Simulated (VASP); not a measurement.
# K2LiCrO6 (Fm-3m) in VASP: single point with PBE+U

Aim: the single point of K2LiCrO6 with PBE+U.

Everything below comes from runs of VASP 6.6.1. Logs are shortened: lines on timing, memory, paths and dates and some standing lists are left out, and cuts for length are marked.

## Step 1: The cell of the first run

The structure is cubic, space group Fm-3m (No. 225). The conventional cell has a = 8.094 Å, b = 8.094 Å, c = 8.094 Å, α = 90.00°, β = 90.00°, γ = 90.00°. Within 3.8 Å of K (site symmetry -43m) lie 12 O at 2.87 Å and 4 Li at 3.50 Å and 4 Cr at 3.50 Å. Within 2.9 Å of Li (site symmetry m-3m) lie 6 O at 2.22 Å. Cr (site symmetry m-3m) has 6 O at 1.83 Å within 2.4 Å. Within 2.4 Å of O (site symmetry 4mm) lie 1 Cr at 1.83 Å and 1 Li at 2.22 Å.

## Step 2: Single point, PBE+U, collinear spin, ferromagnetic start

The input, INCAR:

```
SYSTEM = K2LiCrO6
  PREC = Accurate
  ENCUT = 750
  EDIFF = 1E-6
  ISMEAR = -1
  SIGMA = 0.0993
  LREAL = .False.
  LASPH = .True.
  NELM = 200
  ALGO = Normal
  ISIF = 2
  LWAVE = .False.
  LCHARG = .False.
  ISPIN = 2
  MAGMOM = 0 0 0 3 0 0 0 0 0 0
  LORBIT = 11
  LMAXMIX = 4
  LDAU = .True.
  LDAUTYPE = 2
  LDAUL = -1 -1 2 -1
  LDAUU = 0 0 4.58 0
  LDAUJ = 0 0 0 0
  LDAUPRINT = 1
  GGA = PE
  NBANDS = 50
  GGA_COMPAT = .False.
```

The input, KPOINTS:

```
regular mesh
0
Gamma
  6 6 6
  0 0 0
```

The input, POSCAR:

```
K2LiCrO6
1.0
    0.0000000000      4.0468450460      4.0468450460
    4.0468450460      0.0000000000      4.0468450460
    4.0468450460      4.0468450460      0.0000000000
K Li Cr O
2 1 1 6
Direct
    0.2500000000      0.2500000000      0.2500000000
    0.7500000000      0.7500000000      0.7500000000
    0.5000000000      0.5000000000      0.5000000000
    0.0000000000      0.0000000000      0.0000000000
    0.7742803014      0.2257196986      0.2257196986
    0.2257196986      0.7742803014      0.2257196986
    0.2257196986      0.7742803014      0.7742803014
    0.7742803014      0.2257196986      0.7742803014
    0.2257196986      0.2257196986      0.7742803014
    0.7742803014      0.7742803014      0.2257196986
```

Potentials or basis: VASP PAW PBE potentials, release 64 (K_sv, Li_sv, Cr_pv, O).

The run is started by

```sh
$ cat potpaw_PBE.64/K_sv/POTCAR potpaw_PBE.64/Li_sv/POTCAR potpaw_PBE.64/Cr_pv/POTCAR potpaw_PBE.64/O/POTCAR > POTCAR
$ mpirun -np 1 vasp_std > vasp.out
```

OUTCAR:

```text
SYSTEM = K2LiCrO6
   PREC = Accurate
   ENCUT = 750
   EDIFF = 1E-6
   ISMEAR = -1
   LREAL = .False.
   LASPH = .True.
   NELM = 200
   ISIF = 2
   ISPIN = 2
   LORBIT = 11
   GGA = PE

 ion  position               nearest neighbor table
   1  0.250  0.250  0.250-   5 2.87   8 2.87  10 2.87   6 2.87   7 2.87  10 2.87   7 2.87   8 2.87
                             9 2.87   5 2.87   6 2.87   9 2.87
   2  0.750  0.750  0.750-   7 2.87   8 2.87  10 2.87   5 2.87   6 2.87  10 2.87   5 2.87   8 2.87
                             9 2.87   6 2.87   7 2.87   9 2.87
   3  0.500  0.500  0.500-   5 2.22   6 2.22   7 2.22   8 2.22   9 2.22  10 2.22
   4  0.000  0.000  0.000-   5 1.83   6 1.83   7 1.83   8 1.83   9 1.83  10 1.83
   5  0.774  0.226  0.226-   4 1.83   3 2.22   1 2.87   2 2.87   2 2.87   1 2.87
   6  0.226  0.774  0.226-   4 1.83   3 2.22   1 2.87   2 2.87   2 2.87   1 2.87
   7  0.226  0.774  0.774-   4 1.83   3 2.22   2 2.87   2 2.87   1 2.87   1 2.87
   8  0.774  0.226  0.774-   4 1.83   3 2.22   2 2.87   2 2.87   1 2.87   1 2.87
   9  0.226  0.226  0.774-   4 1.83   3 2.22   1 2.87   2 2.87   2 2.87   1 2.87
  10  0.774  0.774  0.226-   4 1.83   3 2.22   2 2.87   2 2.87   1 2.87   1 2.87

  LATTYP: Found a face centered cubic cell.
 ALAT       =     8.0936900920

  Lattice vectors:

 A1 = (   0.0000000000,   4.0468450460,   4.0468450460)
 A2 = (   4.0468450460,   0.0000000000,   4.0468450460)
 A3 = (   4.0468450460,   4.0468450460,   0.0000000000)

Analysis of symmetry for initial positions (statically):
=====================================================================
 Subroutine PRICEL returns:
 Original cell was already a primitive cell.

 Routine SETGRP: Setting up the symmetry group for a
 face centered cubic supercell.

 Subroutine GETGRP returns: Found 48 space group operations
 (whereof 48 operations were pure point group operations)
 out of a pool of 48 trial point group operations.

The static configuration has the point symmetry O_h .

Analysis of symmetry for dynamics (positions and initial velocities):
=====================================================================
 Subroutine PRICEL returns:
 Original cell was already a primitive cell.

 Routine SETGRP: Setting up the symmetry group for a
 face centered cubic supercell.

 Subroutine GETGRP returns: Found 48 space group operations
 (whereof 48 operations were pure point group operations)
 out of a pool of 48 trial point group operations.

The dynamic configuration has the point symmetry O_h .

Analysis of structural, dynamic, and magnetic symmetry:
=====================================================================
 Subroutine PRICEL returns:
 Original cell was already a primitive cell.

 Routine SETGRP: Setting up the symmetry group for a
 face centered cubic supercell.

 Subroutine GETGRP returns: Found 48 space group operations
 (whereof 48 operations were pure point group operations)
 out of a pool of 48 trial point group operations.

The overall configuration has the point symmetry O_h .

 Subroutine INISYM returns: Found 48 space group operations
 (whereof 48 operations are pure point group operations),
 and found     1 'primitive' translations

----------------------------------------------------------------------------------------

                                     Primitive cell

  volume of cell :     132.5500

  direct lattice vectors                    reciprocal lattice vectors
     0.000000000  4.046845046  4.046845046    -0.123553038  0.123553038  0.123553038
     4.046845046  0.000000000  4.046845046     0.123553038 -0.123553038  0.123553038
     4.046845046  4.046845046  0.000000000     0.123553038  0.123553038 -0.123553038

  length of vectors
     5.723103149  5.723103149  5.723103149     0.214000139  0.214000139  0.214000139

  position of ions in fractional coordinates (direct lattice)
     0.250000000  0.250000000  0.250000000
     0.750000000  0.750000000  0.750000000
     0.500000000  0.500000000  0.500000000
     0.000000000  0.000000000  0.000000000
     0.774280301  0.225719699  0.225719699
     0.225719699  0.774280301  0.225719699
     0.225719699  0.774280301  0.774280301
     0.774280301  0.225719699  0.774280301
     0.225719699  0.225719699  0.774280301
     0.774280301  0.774280301  0.225719699

  ion indices of the primitive-cell ions
   primitive index   ion index
                 1           1
                 2           2
                 3           3
                 4           4
[... 85 lines left out ...]
   EFERMI_NEDOS =   21; number of points for ismear=-14 and -15
   IALGO  =     38    algorithm
   IMIX   =      4    mixing-type and parameters
     AMIX     =   0.40;   BMIX     =  1.00
     AMIX_MAG =   1.60;   BMIX_MAG =  1.00
  volume/ion in A,a.u.               =      13.25        89.45
  Fermi-wavevector in a.u.,A,eV,Ry     =   1.316936  2.488648 23.596857  1.734320
  Thomas-Fermi vector in A             =   2.447013
   LORBIT       =     11    0 simple, 1 ext, 2 COOP (PROOUT), +10 PAW based schemes
 LDA+U is selected, type is set to LDAUTYPE =  2
   angular momentum for each species LDAUL =    -1   -1    2   -1
   U (eV)           for each species LDAUU =   0.0  0.0  4.6  0.0
   J (eV)           for each species LDAUJ =   0.0  0.0  0.0  0.0
   GGA     = PE    functional components
   LHFCALC =     F    Hartree Fock is set to
   AEXX    =    0.0000 exact exchange contribution
   IVDW    =     0    specifies the selected vdW correction
   LEPSILON=     F    determine dielectric tensor
   LRPA    =     F    only Hartree local field effects (RPA)
 spin polarized calculation
  energy-cutoff  :      750.00
  volume of cell :      132.55
 maximum number of plane-waves:      6233
 NGX is ok and might be reduce to    54
   NGX = 25   NGY = 25   NGZ = 25

 number of electron      69.0000010 magnetization      -1.4515855

atom =   4  type =  3  l = 2

 onsite density matrix

spin component  1

  0.1902  0.0000 -0.0000  0.0000  0.0000
  0.0000  0.1902  0.0000  0.0000 -0.0000
 -0.0000  0.0000  0.4908 -0.0000 -0.0000
  0.0000  0.0000 -0.0000  0.1902 -0.0000
  0.0000 -0.0000 -0.0000 -0.0000  0.4908

spin component  2

  0.4340 -0.0000  0.0000  0.0000  0.0000
 -0.0000  0.4340 -0.0000  0.0000  0.0000
  0.0000 -0.0000  0.5705 -0.0000 -0.0000
  0.0000  0.0000 -0.0000  0.4340  0.0000
  0.0000  0.0000 -0.0000  0.0000  0.5705

 occupancies and eigenvectors

  o =  0.1902  v =  1.0000  0.0000  0.0000  0.0000  0.0000  0.0000  0.0000  0.0000  0.0000  0.0000      0.0000  0.0000  0.0000  0.0000  0.0000  0.0000  0.0000  0.0000  0.0000  0.0000
  o =  0.1902  v =  0.0000 -0.9839  0.0000 -0.1785 -0.0000  0.0000  0.0000  0.0000  0.0000  0.0000      0.0000  0.0000  0.0000  0.0000  0.0000  0.0000  0.0000  0.0000  0.0000  0.0000
  o =  0.1902  v =  0.0000 -0.1785  0.0000  0.9839  0.0000  0.0000  0.0000  0.0000  0.0000  0.0000      0.0000  0.0000  0.0000  0.0000  0.0000  0.0000  0.0000  0.0000  0.0000  0.0000
  o =  0.4340  v =  0.0000  0.0000  0.0000  0.0000  0.0000  1.0000  0.0000  0.0000  0.0000  0.0000      0.0000  0.0000  0.0000  0.0000  0.0000  0.0000  0.0000  0.0000  0.0000  0.0000
  o =  0.4340  v =  0.0000  0.0000  0.0000  0.0000  0.0000  0.0000  0.9977 -0.0000  0.0673 -0.0000      0.0000  0.0000  0.0000  0.0000  0.0000  0.0000  0.0000  0.0000  0.0000  0.0000
  o =  0.4340  v =  0.0000  0.0000  0.0000  0.0000  0.0000  0.0000  0.0673 -0.0000 -0.9977  0.0000      0.0000  0.0000  0.0000  0.0000  0.0000  0.0000  0.0000  0.0000  0.0000  0.0000
  o =  0.4908  v =  0.0000 -0.0000 -1.0000 -0.0000 -0.0045  0.0000  0.0000  0.0000  0.0000  0.0000      0.0000  0.0000  0.0000  0.0000  0.0000  0.0000  0.0000  0.0000  0.0000  0.0000
  o =  0.4908  v =  0.0000  0.0000  0.0045  0.0000 -1.0000  0.0000  0.0000  0.0000  0.0000  0.0000      0.0000  0.0000  0.0000  0.0000  0.0000  0.0000  0.0000  0.0000  0.0000  0.0000
  o =  0.5705  v =  0.0000  0.0000  0.0000  0.0000  0.0000  0.0000 -0.0000 -1.0000  0.0000  0.0008      0.0000  0.0000  0.0000  0.0000  0.0000  0.0000  0.0000  0.0000  0.0000  0.0000
  o =  0.5705  v =  0.0000  0.0000  0.0000  0.0000  0.0000  0.0000  0.0000  0.0008  0.0000  1.0000      0.0000  0.0000  0.0000  0.0000  0.0000  0.0000  0.0000  0.0000  0.0000  0.0000

 number of electron      69.0000011 magnetization       3.0009265

 Free energy of the ion-electron system (eV)
  ---------------------------------------------------
  ext. energy  EPLUGINS =         0.00000000
  ---------------------------------------------------
  free energy    TOTEN  =       -50.39552220 eV

  energy without entropy =      -50.24183480  energy(sigma->0) =      -50.31867850

 E-fermi :   0.5004     XC(G=0):  -9.7009

 val. band max:        0.4836208519   @ k =   0.1667   0.0000   0.0000
 cond. band min:       0.5158670920   @ k =   0.0000   0.0000   0.0000
 fundamental gap:      0.0322462400
 Fermi energy:         0.5003606787

 spin component 1

 k-point     1 :       0.0000    0.0000    0.0000
  band No.  band energies     occupation
      1     -43.8638      1.00000
      2     -43.8638      1.00000
      3     -43.8638      1.00000
      4     -42.9667      1.00000
      5     -26.8819      1.00000
      6     -26.8386      1.00000
[... 773 lines left out ...]
     45      10.2056      0.00000
     46      10.2842      0.00000
 Fermi energy:         0.5003606787

 spin component 2

 k-point     1 :       0.0000    0.0000    0.0000
  band No.  band energies     occupation
      1     -44.8232      1.00000
      2     -44.8232      1.00000
      3     -44.8232      1.00000
      4     -42.9734      1.00000
      5     -26.8765      1.00000
      6     -26.8350      1.00000
[... 773 lines left out ...]
     45      10.4686      0.00000
     46      10.5007      0.00000
 [bands above 46 left out]

------------------------ aborting loop because EDIFF is reached ----------------------------------------

  FORCE on cell =-STRESS in cart. coord.  units (eV):
  Direction    XX          YY          ZZ          XY          YZ          ZX
  --------------------------------------------------------------------------------------
  -------------------------------------------------------------------------------------
  Total       -0.2237654     -0.2237654     -0.2237654      0.0000000      0.0000000     -0.0000000
  in kB       -2.7047290     -2.7047290     -2.7047290      0.0000000      0.0000000     -0.0000000
  external PRESSURE =      -2.7047290 kB  Pullay stress =       0.0000000 kB

 VOLUME and BASIS-vectors are now :
 -----------------------------------------------------------------------------
  energy-cutoff  :      750.00
  volume of cell :      132.55
      direct lattice vectors                 reciprocal lattice vectors
     0.000000000  4.046845046  4.046845046    -0.123553038  0.123553038  0.123553038
     4.046845046  0.000000000  4.046845046     0.123553038 -0.123553038  0.123553038
     4.046845046  4.046845046  0.000000000     0.123553038  0.123553038 -0.123553038

 POSITION                                       TOTAL-FORCE (eV/Angst)
 -----------------------------------------------------------------------------------
      2.02342      2.02342      2.02342        -0.000000     -0.000000     -0.000000
      6.07027      6.07027      6.07027         0.000000      0.000000      0.000000
      4.04685      4.04685      4.04685        -0.000000      0.000000      0.000000
      0.00000      0.00000      0.00000        -0.000000      0.000000     -0.000000
      1.82691      4.04685      4.04685        -0.125004      0.000000      0.000000
      4.04685      1.82691      4.04685        -0.000000     -0.125004      0.000000
      6.26678      4.04685      4.04685         0.125004      0.000000      0.000000
      4.04685      6.26678      4.04685        -0.000000      0.125004      0.000000
      4.04685      4.04685      1.82691        -0.000000      0.000000     -0.125004
      4.04685      4.04685      6.26678        -0.000000      0.000000      0.125004
 -----------------------------------------------------------------------------------
    total drift:                                0.000000      0.000000      0.000000

  FREE ENERGIE OF THE ION-ELECTRON SYSTEM (eV)
  ---------------------------------------------------
  free  energy   TOTEN  =       -50.3955221958 eV

  energy  without entropy=      -50.2418347976  energy(sigma->0) =      -50.31867850

 total charge

# of ion       s       p       d       tot
------------------------------------------
    1        1.958   5.594   0.032   7.585
    2        1.958   5.594   0.032   7.585
    3        2.006   0.032   0.000   2.038
    4        0.495   6.680   3.952  11.127
    5        1.588   3.291   0.000   4.879
    6        1.588   3.291   0.000   4.879
    7        1.588   3.291   0.000   4.879
    8        1.588   3.291   0.000   4.879
    9        1.588   3.291   0.000   4.879
   10        1.588   3.291   0.000   4.879
--------------------------------------------------
tot         15.943  37.649   4.017  57.609

 magnetization (x)

# of ion       s       p       d       tot
------------------------------------------
    1       -0.001   0.003   0.000   0.003
    2       -0.001   0.003   0.000   0.003
    3       -0.001  -0.001   0.000  -0.002
    4       -0.018  -0.027  -0.890  -0.935
    5        0.006   0.533   0.000   0.540
    6        0.006   0.533   0.000   0.540
    7        0.006   0.533   0.000   0.540
    8        0.006   0.533   0.000   0.540
    9        0.006   0.533   0.000   0.540
   10        0.006   0.533   0.000   0.540
--------------------------------------------------
tot          0.018   3.177  -0.889   2.306
```

It took 19 min on 1 thread of Intel Xeon 8259CL, shared host; peak memory 0.7 GiB.

Results:

| Item | Value |
| --- | --- |
| Free energy | -50.3955 eV |
| Pressure | -0.3 GPa |
| Largest force | 0.125 eV/Å |
| Band gap on the k mesh | zero (filled and empty bands overlap) |
| Net moment | 3.00 μB per cell |
| Site moments | K +0.00; Li -0.00; Cr -0.94; O +0.54 μB |
| Valence electrons inside the program's atomic spheres | K 7.58; Li 2.04; Cr 11.13; O 4.88 |

Forces on the atoms (eV/Å):
```
K    0.000  0.000  0.000
K    0.000  0.000  0.000
Li   0.000  0.000  0.000
Cr   0.000  0.000  0.000
O   -0.125  0.000  0.000
O    0.000 -0.125  0.000
O    0.125  0.000  0.000
O    0.000  0.125  0.000
O    0.000  0.000 -0.125
O    0.000  0.000  0.125
```

Eigenvalues of the final occupation matrices:
```csv
site,spin,trace,eigenvalues
site 4 d,1,1.55,0.19 0.19 0.19 0.49 0.49
site 4 d,2,2.44,0.43 0.43 0.43 0.57 0.57
```

Caveat: a cell with one magnetic atom can't hold antiferromagnetic order, which such compounds often take. The state reached can hang on the start; a lower one may exist.

The gap in the log of VASP goes by the Fermi energy; the results here count the filled bands.